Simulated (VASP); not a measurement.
KHgF3, 5 atoms in the cell. The typed cell holds 5 atoms: a = 4.473 Å, b = 4.473 Å, c = 4.474 Å, α = 90.00°, β = 90.00°, γ = 90.02°. 

* Program: VASP 6.6.1
* Task: single point
* Functional: r2SCAN
* Potentials or basis: VASP PAW PBE potentials, release 64 (K_sv, Hg, F)
* Cutoff: 520 eV
* k mesh: 6 × 6 × 6
* Occupations: gaussian, width 0.02 eV
* Spin: no spin polarisation
* Dipole correction: no
* Further INCAR settings: ALGO = Normal; EDIFF = 1e-06; NBANDS = 29

Potentials or basis: VASP PAW PBE potentials, release 64 (K_sv, Hg, F).

The run is started by

```sh
$ cat potpaw_PBE.64/K_sv/POTCAR potpaw_PBE.64/Hg/POTCAR potpaw_PBE.64/F/POTCAR > POTCAR
$ cp INCAR.step1 INCAR
$ mpirun -np 1 vasp_std > vasp.out
$ cp INCAR.step2 INCAR
$ mpirun -np 1 vasp_std > vasp.out
```

Hardware: 1 thread of Intel(R) Xeon(R) 6975P-C (Granite Rapids), on a shared host.

Question: How long does it take, and how much memory?

Answer: Wall time 3.3 min on 1 thread of Intel(R) Xeon(R) 6975P-C (Granite Rapids), on a shared host, peak memory 0.3 GiB. Counts: k points 52.
